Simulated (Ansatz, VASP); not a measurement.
**One calculation of MgS, two programs**

```
CELL_PARAMETERS angstrom
0.00000 2.60165 2.60165
2.60165 0.00000 2.60165
2.60165 2.60165 0.00000
ATOMIC_POSITIONS crystal
S 0.49923 0.50365 0.50962
Mg 0.01475 0.99180 0.98833
```

Change from the starting cell: atoms moved at random, drawn with an rms of 0.05 Å.

Alike in both runs: task single point; functional PBEsol; k mesh 9 × 9 × 9; occupations fermi-dirac, width 0.05 eV; no spin polarisation.

|  | VASP | Ansatz |
| --- | --- | --- |
| version | VASP 6.6.1 | Ansatz 0.2.0 |
| potentials or method | VASP PAW PBE potentials, release 64 (S, Mg), cutoff 520 eV | all-electron LAPW, scalar-relativistic |

```tsv
	VASP	Ansatz	Ansatz less VASP
gap on the k mesh at the Fermi level (eV)	2.84	2.83	0.000
least direct gap on the mesh (eV)	3.59	3.59	+0.001
pressure (GPa)	-0.9	-0.7	+0.19
traceless stress, the component that is largest in VASP (GPa)	0.60	0.59	-0.002
rms of the force components (eV/Å)	0.148	0.147	-0.0008
```

VASP's potentials were made for PBE, not for PBEsol. Atom by atom the forces differ by 0.001 eV/Å (rms over components). Ansatz ran all-electron here, and VASP with PAW potentials.
